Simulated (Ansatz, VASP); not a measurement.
Te2Mo in VASP and in Ansatz

```
CELL_PARAMETERS angstrom
3.51820 0.00000 0.00000
-1.75910 3.04685 0.00000
0.00000 0.00000 13.97360
ATOMIC_POSITIONS crystal
Te 0.66667 0.33333 0.37900
Te 0.33333 0.66667 0.87900
Te 0.66667 0.33333 0.12100
Te 0.33333 0.66667 0.62100
Mo 0.66667 0.33333 0.75000
Mo 0.33333 0.66667 0.25000
```

Alike in both runs: functional revPBE; k mesh 9 × 9 × 2; occupations fermi-dirac, width 0.05 eV; no spin polarisation.

|  | VASP | Ansatz |
| --- | --- | --- |
| version | VASP 6.6.1 | Ansatz 0.2.0 |
| potentials or method | VASP PAW PBE potentials, release 64 (Te, Mo_sv) | Ansatz PAW |
| plane-wave cutoff (eV) | 520 | 420 |
| valence electrons in the cell | 52 | 92 |
| task | single point | projected density of states |

Ansatz gave:

- gap on the k mesh at the Fermi level (eV): 0.80
- least direct gap on the mesh (eV): 1.04
- pressure (GPa): 4.3
- traceless stress, the component that is largest in VASP (GPa): 0.55
- rms of the force components (eV/Å): 0.111

**Question.** Which values does VASP return?

**Answer.** gap on the k mesh at the Fermi level (eV): 0.79; least direct gap on the mesh (eV): 1.04; pressure (GPa): 4.3; traceless stress, the component that is largest in VASP (GPa): 0.60; rms of the force components (eV/Å): 0.115.

VASP's potentials were made for PBE, not for revPBE. Atom by atom the forces differ by 0.004 eV/Å (rms over components). With one functional, cell and mesh, what is left measures potentials, basis and numerics. VASP's potentials hold 52 valence electrons a cell and Ansatz's 92, so a difference there can come from the potentials and not from the codes.

Spin-orbit coupling is off throughout. Noted on Ansatz's run: odd divisions of the mesh miss points on the zone boundary, where band edges often lie, so the gap on the mesh can be too wide.
